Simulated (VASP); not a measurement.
# MoS2 (R3m) in VASP: further runs

The runs below take MoS2 through single point, with PBEsol.

Program: VASP 6.6.1. These are calculated values, not measurements. Logs are shortened: lines on timing, memory, paths and dates and some standing lists are left out, and cuts for length are marked.

## 1. The cell of the first run

The structure is trigonal, space group R3m (No. 160). Conventional cell: a = 3.143 Å, b = 3.143 Å, c = 18.855 Å, α = 90.00°, β = 90.00°, γ = 120.00°. Mo (site symmetry 3m) has 6 S at 2.39 Å and 6 Mo at 3.14 Å within 3.2 Å. S (site symmetry 3m) has 3 Mo at 2.39 Å and 7 S at 3.12 to 3.14 Å within 3.2 Å. Within 3.2 Å of S (site symmetry 3m) lie 3 Mo at 2.39 Å and 7 S at 3.12 to 3.14 Å.

## 2. Single point, PBEsol

The input, INCAR:

```
ALGO     = Normal         # electronic algorithm
EDIFF    = 1E-7           # SCF threshold, eV
ENCUT    = 520            # plane-wave cutoff, eV
GGA      = PS             # functional
ISIF     = 2              # what is computed and relaxed
ISMEAR   = 0              # smearing method
LASPH    = T              # aspherical terms in the spheres
LCHARG   = F              # write CHGCAR
LREAL    = F              # projectors in reciprocal space
LWAVE    = F              # write WAVECAR
NBANDS   = 49             # bands
NELM     = 60             # most SCF steps
PREC     = Accurate       # precision mode
SIGMA    = 0.02           # smearing width, eV
```

The input, KPOINTS:

```
k-points
0
Gamma
  12 12 2
```

The input, POSCAR:

```
MoS2
1.0
    3.1430697402      0.0000000000      0.0000000000
   -1.5715348701      2.7219782409      0.0000000000
    0.0000000000      0.0000000000     18.8551784641
Mo S
3 6
Direct
    0.0000000000      0.0000000000      0.0002317093
    0.6666666667      0.3333333333      0.3335650426
    0.3333333333      0.6666666667      0.6668983760
    0.3333333333      0.6666666667      0.2509161738
    0.6666666667      0.3333333333      0.0828511168
    0.0000000000      0.0000000000      0.5842495072
    0.3333333333      0.6666666667      0.4161844502
    0.6666666667      0.3333333333      0.9175828405
    0.0000000000      0.0000000000      0.7495177835
```

Potentials or basis: VASP PAW PBE potentials, release 64 (Mo_sv, S).

Run with:

```console
$ cat potpaw_PBE.64/Mo_sv/POTCAR potpaw_PBE.64/S/POTCAR > POTCAR
$ mpirun -np 1 vasp_std > vasp.out
```

OUTCAR:

```text
EDIFF = 1E-7
   ENCUT = 520
   GGA = PS
   ISIF = 2
   ISMEAR = 0
   LASPH = T
   LREAL = F
   NELM = 60
   PREC = Accurate

 ion  position               nearest neighbor table
   1  0.000  0.000  0.000-   5 2.39   5 2.39   5 2.39   8 2.39   8 2.39   8 2.39
   2  0.667  0.333  0.334-   7 2.39   7 2.39   7 2.39   4 2.39   4 2.39   4 2.39
   3  0.333  0.667  0.667-   9 2.39   9 2.39   9 2.39   6 2.39   6 2.39   6 2.39
   4  0.333  0.667  0.251-   2 2.39   2 2.39   2 2.39
   5  0.667  0.333  0.083-   1 2.39   1 2.39   1 2.39
   6  0.000  0.000  0.584-   3 2.39   3 2.39   3 2.39
   7  0.333  0.667  0.416-   2 2.39   2 2.39   2 2.39
   8  0.667  0.333  0.918-   1 2.39   1 2.39   1 2.39
   9  0.000  0.000  0.750-   3 2.39   3 2.39   3 2.39

  LATTYP: Found a hexagonal cell.
 ALAT       =     3.1430697402
 C/A-ratio  =     5.9989691679

  Lattice vectors:

 A1 = (   3.1430697402,   0.0000000000,   0.0000000000)
 A2 = (  -1.5715348701,   2.7219782409,   0.0000000000)
 A3 = (   0.0000000000,   0.0000000000,  18.8551784641)

Analysis of symmetry for initial positions (statically):
=====================================================================
 Subroutine PRICEL returns following result:

  LATTYP: Found a trigonal (rhomboedric) cell.
 ALAT       =     6.5417837952
 COS(alpha) =     0.8845787786

  Lattice vectors:

 A1 = (   1.5715348699,  -0.9073260802,  -6.2850594874)
 A2 = (  -1.5715348698,  -0.9073260805,  -6.2850594893)
 A3 = (  -0.0000000002,   1.8146521607,  -6.2850594874)

   3 primitive cells build up your supercell.

 Routine SETGRP: Setting up the symmetry group for a
 hexagonal supercell.

 Subroutine GETGRP returns: Found  6 space group operations
 (whereof  6 operations were pure point group operations)
 out of a pool of 24 trial point group operations.

The static configuration has the point symmetry C_3v.

Analysis of symmetry for dynamics (positions and initial velocities):
=====================================================================
 Subroutine PRICEL returns following result:

  LATTYP: Found a trigonal (rhomboedric) cell.
 ALAT       =     6.5417837952
 COS(alpha) =     0.8845787786

  Lattice vectors:

 A1 = (   1.5715348699,  -0.9073260802,  -6.2850594874)
 A2 = (  -1.5715348698,  -0.9073260805,  -6.2850594893)
 A3 = (  -0.0000000002,   1.8146521607,  -6.2850594874)

   3 primitive cells build up your supercell.

 Routine SETGRP: Setting up the symmetry group for a
 hexagonal supercell.

 Subroutine GETGRP returns: Found  6 space group operations
 (whereof  6 operations were pure point group operations)
 out of a pool of 24 trial point group operations.

The dynamic configuration has the point symmetry C_3v.

 Subroutine INISYM returns: Found  6 space group operations
 (whereof  6 operations are pure point group operations),
 and found     3 'primitive' translations

----------------------------------------------------------------------------------------

                                     Primitive cell

  volume of cell :      53.7710

  direct lattice vectors                    reciprocal lattice vectors
     1.571534870 -0.907326080 -6.285059487     0.318160296 -0.183689933 -0.053035828
    -1.571534870 -0.907326080 -6.285059489    -0.318160296 -0.183689933 -0.053035828
    -0.000000000  1.814652161 -6.285059487     0.000000000  0.367379865 -0.053035828

  length of vectors
     6.541783795  6.541783797  6.541783795     0.371188314  0.371188314  0.371188314

  position of ions in fractional coordinates (direct lattice)
     0.999768291  0.999768291  0.999768291
     0.415750493  0.415750493  0.415750493
     0.250482217  0.250482217  0.250482217

  ion indices of the primitive-cell ions
   primitive index   ion index
                 1           1
                 2           6
                 3           9

----------------------------------------------------------------------------------------

 KPOINTS: k-points

Automatic generation of k-mesh.
 Grid dimensions read from file:
 generate k-points for:   12   12    2

 Generating k-lattice:

  Cartesian coordinates                     Fractional coordinates (reciprocal lattice)
     0.026513358  0.015307494  0.000000000     0.083333333  0.000000000  0.000000000
     0.000000000  0.030614989  0.000000000     0.000000000  0.083333333  0.000000000
     0.000000000  0.000000000  0.026517914     0.000000000  0.000000000  0.500000000

  Length of vectors
     0.030614989  0.030614989  0.026517914

  Shift w.r.t. Gamma in fractional coordinates (k-lattice)
     0.000000000  0.000000000  0.000000000

 Subroutine IBZKPT returns following result:
 ===========================================

 Found     38 irreducible k-points:

 Following reciprocal coordinates:
            Coordinates               Weight
  0.000000  0.000000  0.000000      1.000000
  0.083333 -0.000000  0.000000      6.000000
  0.166667 -0.000000  0.000000      6.000000
  0.250000 -0.000000  0.000000      6.000000
  0.333333 -0.000000  0.000000      6.000000
  0.416667 -0.000000  0.000000      6.000000
[... 16 lines left out ...]
  0.250000 -0.000000  0.500000      6.000000
  0.333333 -0.000000  0.500000      6.000000
 [... further k-points ...]
   k-points           NKPTS =     38   k-points in BZ     NKDIM =     38   number of bands    NBANDS=     49
   number of dos      NEDOS =    301   number of ions     NIONS =      9
   total plane-waves  NPLWV =  80640
   dimension x,y,z NGX =    24 NGY =   24 NGZ =  140
   dimension x,y,z NGXF=    48 NGYF=   48 NGZF=  280
   ions per type =               3   6
   NGX,Y,Z   is equivalent  to a cutoff of  12.69, 12.69, 12.34 a.u.
   NGXF,Y,Z  is equivalent  to a cutoff of  25.39, 25.39, 24.69 a.u.
 SYSTEM =  unknown system
   PREC   = accura    normal or accurate (medium, high low for compatibility)
   ISTART =      0    job   : 0-new  1-cont  2-samecut
   ICHARG =      2    charge: 1-file 2-atom 10-const
   ISPIN  =      1    spin polarized calculation?
   LNONCOLLINEAR =      F non collinear calculations
   LSORBIT =      F    spin-orbit coupling
   LASPH  =      T    aspherical Exc in radial PAW
   ENCUT  =  520.0 eV  38.22 Ry    6.18 a.u.   5.84  5.84 35.06*2*pi/ulx,y,z
   NELM   =     60;   NELMIN=  2; NELMDL= -5     # of ELM steps
   EDIFF  = 0.1E-06   stopping-criterion for ELM
   LREAL  =      F    real-space projection
   EDIFFG = 0.1E-05   stopping-criterion for IOM
   NSW    =      0    number of steps for IOM
   IBRION =     -1    ionic relax: 0-MD 1-quasi-New 2-CG
   NFREE  =      0    steps in history (QN), initial steepest desc. (CG)
   ISIF   =      2    stress and relaxation
   ISYM   =      2    0-nonsym 1-usesym 2-fastsym
   POTIM  = 0.5000    time-step for ionic-motion
   TEBEG  =    0.0;   TEEND  =   0.0 temperature during run
   PSTRESS=    0.0 pullay stress
   NELECT =      78.0000    total number of electrons
   NUPDOWN=      -1.0000    fix difference up-down
   EMIN   =  10.00;   EMAX   =-10.00  energy-range for DOS
   EFERMI =   0.00;   METHOD = LEGACY
   ISMEAR =     0;   SIGMA  =   0.02  broadening in eV -4-tet -1-fermi 0-gaus
   EFERMI_NEDOS =   21; number of points for ismear=-14 and -15
   IALGO  =     38    algorithm
   IMIX   =      4    mixing-type and parameters
     AMIX     =   0.40;   BMIX     =  1.00
     AMIX_MAG =   1.60;   BMIX_MAG =  1.00
  volume/ion in A,a.u.               =      17.92       120.95
  Fermi-wavevector in a.u.,A,eV,Ry     =   1.284941  2.428187 22.464225  1.651074
  Thomas-Fermi vector in A             =   2.417105
   LORBIT       =      0    0 simple, 1 ext, 2 COOP (PROOUT), +10 PAW based schemes
   GGA     = PS    functional components
   LHFCALC =     F    Hartree Fock is set to
   AEXX    =    0.0000 exact exchange contribution
   IVDW    =     0    specifies the selected vdW correction
   LEPSILON=     F    determine dielectric tensor
   LRPA    =     F    only Hartree local field effects (RPA)
 non-spin polarized calculation
 Gauss-broadening in eV      SIGMA  =   0.02
  energy-cutoff  :      520.00
  volume of cell :      161.31
 maximum number of plane-waves:      4378
 NGX is ok and might be reduce to    24
   NGX = 11   NGY = 11   NGZ = 71

 number of electron      77.9999999 magnetization

 Free energy of the ion-electron system (eV)
  ---------------------------------------------------
  ext. energy  EPLUGINS =         0.00000000
  ---------------------------------------------------
  free energy    TOTEN  =       -70.35137306 eV

  energy without entropy =      -70.35137306  energy(sigma->0) =      -70.35137306

 E-fermi :   7.3966     XC(G=0): -10.9218

 val. band max:        7.2757531982   @ k =   0.0000   0.0000   0.5000
 cond. band min:       8.2979588448   @ k =   0.1667   0.1667   0.0000
 fundamental gap:      1.0222056466
 Fermi energy:         7.3965821518

 k-point     1 :       0.0000    0.0000    0.0000
  band No.  band energies     occupation
      1     -54.0266      2.00000
      2     -54.0266      2.00000
      3     -54.0266      2.00000
      4     -28.2384      2.00000
      5     -28.2384      2.00000
      6     -28.2384      2.00000
[... 41 lines left out ...]
     48       9.8129      0.00000
     49       9.8782      0.00000

 k-point     2 :       0.0833   -0.0000    0.0000
  band No.  band energies     occupation
      1     -54.0236      2.00000
      2     -54.0236      2.00000
      3     -54.0236      2.00000
      4     -28.2326      2.00000
      5     -28.2326      2.00000
      6     -28.2325      2.00000
[... 41 lines left out ...]
     48       9.6884      0.00000
     49       9.7810      0.00000

 k-point     3 :       0.1667   -0.0000    0.0000
  band No.  band energies     occupation
      1     -54.0154      2.00000
      2     -54.0154      2.00000
      3     -54.0153      2.00000
      4     -28.2166      2.00000
      5     -28.2166      2.00000
      6     -28.2165      2.00000
[... 1081 lines left out ...]
     48       9.9584      0.00000
     49      10.5132      0.00000

 k-point    24 :       0.3333   -0.0000    0.5000
  band No.  band energies     occupation
      1     -53.9928      2.00000
      2     -53.9928      2.00000
      3     -53.9928      2.00000
      4     -28.3006      2.00000
      5     -28.3005      2.00000
      6     -28.3005      2.00000
[... 41 lines left out ...]
     48      10.4555      0.00000
     49      10.7841      0.00000

 [... further k-points ...]

------------------------ aborting loop because EDIFF is reached ----------------------------------------

  FORCE on cell =-STRESS in cart. coord.  units (eV):
  Direction    XX          YY          ZZ          XY          YZ          ZX
  --------------------------------------------------------------------------------------
  -------------------------------------------------------------------------------------
  Total       -0.0001943     -0.0001943     -0.0283946      0.0000000     -0.0000000     -0.0000000
  in kB       -0.0019300     -0.0019300     -0.2820186      0.0000000     -0.0000000     -0.0000000
  external PRESSURE =      -0.0952929 kB  Pullay stress =       0.0000000 kB

 VOLUME and BASIS-vectors are now :
 -----------------------------------------------------------------------------
  energy-cutoff  :      520.00
  volume of cell :      161.31
      direct lattice vectors                 reciprocal lattice vectors
     3.143069740  0.000000000  0.000000000     0.318160296  0.183689933  0.000000000
    -1.571534870  2.721978241  0.000000000     0.000000000  0.367379865  0.000000000
     0.000000000  0.000000000 18.855178464     0.000000000  0.000000000  0.053035828

 POSITION                                       TOTAL-FORCE (eV/Angst)
 -----------------------------------------------------------------------------------
      0.00000      0.00000      0.00437        -0.000000     -0.000000     -0.000270
      1.57153      0.90733      6.28943         0.000000      0.000000     -0.000270
     -0.00000      1.81465     12.57449        -0.000000     -0.000000     -0.000270
     -0.00000      1.81465      4.73107         0.000000     -0.000000     -0.001635
      1.57153      0.90733      1.56217         0.000000     -0.000000      0.001906
      0.00000      0.00000     11.01613         0.000000      0.000000     -0.001635
     -0.00000      1.81465      7.84723         0.000000     -0.000000      0.001906
      1.57153      0.90733     17.30119         0.000000      0.000000     -0.001635
      0.00000      0.00000     14.13229         0.000000     -0.000000      0.001906
 -----------------------------------------------------------------------------------
    total drift:                                0.000000      0.000000      0.000360

  FREE ENERGIE OF THE ION-ELECTRON SYSTEM (eV)
  ---------------------------------------------------
  free  energy   TOTEN  =       -70.3513730593 eV

  energy  without entropy=      -70.3513730593  energy(sigma->0) =      -70.35137306
```

Wall time 10 min (1 thread of Intel Xeon 8259CL, shared host); peak memory 0.39 GiB.

What came out:

```
Free energy            : -70.3514 eV
Pressure               : 0.0 GPa
Band gap on the k mesh : 1.02 eV
```

Caveat: the PAW data sets were made with another functional, which shifts forces and pressure a little; this functional lacks dispersion, which binds the layers, so the pressure and a relaxed spacing across them are unreliable. A k mesh can miss the band edges.

## 3. Single point, PBEsol (equal strain along all axes, cell held: -2.0 %, then relaxed in part)

The input, INCAR:

```
SYSTEM = MoS2
  ALGO = Normal
  EDIFF = 1E-6
  ENCUT = 520
  GGA = PS
  ISIF = 2
  ISMEAR = 0
  LASPH = .TRUE.
  LCHARG = .FALSE.
  LREAL = .FALSE.
  LWAVE = .FALSE.
  NBANDS = 49
  NELM = 80
  PREC = Accurate
  SIGMA = 0.02
```

The input, KPOINTS:

```
k-points
0
G
  12 12 2
  0 0 0
```

The input, POSCAR:

```
MoS2
1.0
    3.0802083465      0.0000000000      0.0000000000
   -1.5401041733      2.6675386770      0.0000000000
    0.0000000000      0.0000000000     18.4780747375
Mo S
3 6
Direct
    0.0000000000      0.0000000000      0.0002401742
    0.6666666667      0.3333333333      0.3335735075
    0.3333333333      0.6666666667      0.6669068408
    0.3333333333      0.6666666667      0.2481069456
    0.6666666667      0.3333333333      0.0856518802
    0.0000000000      0.0000000000      0.5814402790
    0.3333333333      0.6666666667      0.4189852135
    0.6666666667      0.3333333333      0.9147736123
    0.0000000000      0.0000000000      0.7523185468
```

Potentials or basis: VASP PAW PBE potentials, release 64 (Mo_sv, S).

Run with:

```console
$ cat potpaw_PBE.64/Mo_sv/POTCAR potpaw_PBE.64/S/POTCAR > POTCAR
$ mpirun -np 1 vasp_std > vasp.out
```

Wall time 3 min (1 thread of AMD EPYC 9R45 (Zen 5), shared host); peak memory 0.35 GiB.

It converged, with:

```yaml
Free_energy: -70.2193 eV
Pressure: 4.5 GPa
Band_gap_on_the_k_mesh: 0.95 eV
```

Stress tensor (GPa, compression positive):
```
6.38 0.00 0.00
0.00 6.38 0.00
0.00 0.00 0.86
```

Levels at points of the mesh, in eV from the valence-band top:
| k point | band 35 | band 36 | band 37 | band 38 | band 39 | band 40 | band 41 | band 42 | band 43 | band 44 |
| --- | --- | --- | --- | --- | --- | --- | --- | --- | --- | --- |
| (0.00, 0.00, 0.00) | -1.84 | -1.40 | -1.24 | -0.14 | -0.14 | 2.45 | 2.45 | 2.52 | 2.52 | 2.52 |
| (0.50, 0.00, 0.00) | -1.31 | -1.31 | -1.22 | -1.22 | -1.15 | 2.10 | 2.13 | 2.13 | 2.46 | 2.46 |
| (0.00, 0.00, 0.50) | -1.83 | -1.83 | -0.58 | -0.58 | 0.00 | 2.47 | 2.47 | 2.47 | 2.47 | 2.56 |
| (0.50, 0.00, 0.50) | -1.33 | -1.33 | -1.20 | -1.20 | -1.16 | 2.11 | 2.11 | 2.14 | 2.38 | 2.57 |

Caveat: the cell differs from its parent crystal (equal strain along all axes, cell held: -2.0 %, then relaxed in part); the cell stands under pressure; the PAW data sets were made with another functional, which shifts forces and pressure a little; this functional lacks dispersion, which binds the layers, so the pressure and a relaxed spacing across them are unreliable. A k mesh can miss the band edges.
